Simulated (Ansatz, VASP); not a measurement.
## One calculation of SnO2, two programs

The input INCAR:

```
SYSTEM = SnO2
  PREC = Accurate
  ENCUT = 520
  EDIFF = 1E-7
  ISMEAR = 0
  SIGMA = 0.05
  LREAL = .False.
  LASPH = .True.
  NELM = 60
  ALGO = Normal
  ISIF = 2
  LWAVE = .False.
  LCHARG = .False.
  NBANDS = 35
```

Contents of KPOINTS:

```
regular mesh
0
Gamma
  6 6 8
  0 0 0
```

File POSCAR:

```
SnO2
1.0
    4.6665314825      0.0000000000      0.0000000000
    0.0000000000      4.6671047442      0.0000000000
    0.0000000000      0.0000000000      3.1527341536
Sn O
2 4
Direct
    0.5000000000      0.5000000000      0.5000000000
    0.0000000000      0.0000000000      0.0000000000
    0.3059833077      0.2543006016      0.0000000000
    0.8059833077      0.2456993984      0.5000000000
    0.1940166923      0.7543006016      0.5000000000
    0.6940166923      0.7456993984      0.0000000000
```

Input for Ansatz:

```yaml
crystal:
  lattice:
    - [4.6665314825, 0.0, 0.0]
    - [0.0, 4.6671047442, 0.0]
    - [0.0, 0.0, 3.1527341536]
  atoms:
    - { symbol: Sn, position: [0.5, 0.5, 0.5] }
    - { symbol: Sn, position: [0.0, 0.0, 0.0] }
    - { symbol: O, position: [0.3059833077, 0.2543006016, 0.0] }
    - { symbol: O, position: [0.8059833077, 0.2456993984, 0.5] }
    - { symbol: O, position: [0.1940166923, 0.7543006016, 0.5] }
    - { symbol: O, position: [0.6940166923, 0.7456993984, 0.0] }
basis:
  ecutwfc: 520.0
kpoints:
  mp_grid: { grid: [6, 6, 8] }
hamiltonian:
  xc: lda
scf:
  occupations: { method: gaussian, width: 0.05 }
output:
  forces: true
  stress: true
  eigenvalues: true
```

Alike in both runs: task single point; functional LDA; k mesh 6 × 6 × 8; occupations gaussian, width 0.05 eV; no spin polarisation.

|  | VASP | Ansatz |
| --- | --- | --- |
| version | VASP 6.6.1 | Ansatz 0.2.0 |
| potentials or method | VASP PAW LDA potentials, release 64 (Sn_d, O), cutoff 520 eV | scalar-relativistic, plane waves, PAW |
| valence electrons in the cell | 52 | 52 |

```tsv
	VASP	Ansatz	Ansatz less VASP
gap on the k mesh at the Fermi level (eV)	1.55	1.53	-0.023
least direct gap on the mesh (eV)	1.58	1.57	-0.016
pressure (GPa)	12.8	11.8	-0.98
traceless stress, the component that is largest in VASP (GPa)	12.01	11.83	-0.181
rms of the force components (eV/Å)	1.955	1.933	-0.0220
```

LDA's correlation is that of Perdew and Zunger in VASP and of Perdew and Wang (1992) in Ansatz. Atom by atom the forces differ by 0.022 eV/Å (rms over components).
